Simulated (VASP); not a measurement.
As: single point with PBEsol-based screened hybrid with 25 % exact exchange

As:

```
CELL_PARAMETERS angstrom
4.40846 0.00000 0.00000
-2.20423 3.81784 0.00000
0.00000 0.00000 2.84042
ATOMIC_POSITIONS crystal
As 0.33333 0.66667 0.00000
As 0.66667 0.33333 0.00000
```

This isn't the form of As at room conditions, which is rhombohedral.

```yaml
Program: VASP 6.6.1
Task: single point
Functional: PBEsol-based screened hybrid with 25 % exact exchange
Potentials_or_basis: VASP PAW PBE potentials, release 64 (As)
Cutoff: 520 eV
k_mesh: 4 × 4 × 5
Occupations: fermi-dirac, width 0.05 eV
Spin: no spin polarisation
Dipole_correction: no
Grid_for_exact_exchange_PRECFOCK: Normal
Share_of_exact_exchange: 0.25
Further_INCAR_settings: ALGO = Normal; EDIFF = 1e-06; NBANDS = 12
Screening_parameter: 0.207 1/Å
```

| Property | Result |
| --- | --- |
| Pressure | -0.3 GPa |
| Band gap on the k mesh | zero (bands 5 and 6 overlap by 4.64 eV) |

Levels at points of the mesh, in eV from the Fermi level:
```
           k point  band 2  band 3  band 4  band 5  band 6  band 7  band 8  band 9
(0.00, 0.00, 0.00)   -8.73   -4.71   -4.71    0.62    0.62    3.40    5.31    8.60
(0.50, 0.00, 0.00)  -12.72   -5.85   -3.20    3.76    4.76    5.07    6.31    6.55
```

Wall time 8.7 min on 1 thread of Intel Xeon 8259CL (shared host), peak memory 0.27 GiB.

Caveat: the k points lie up to 0.44 Å⁻¹ apart, too coarse for converged energies and pressures of a metal; the PAW data sets were made with another functional, which shifts forces and pressure a little.
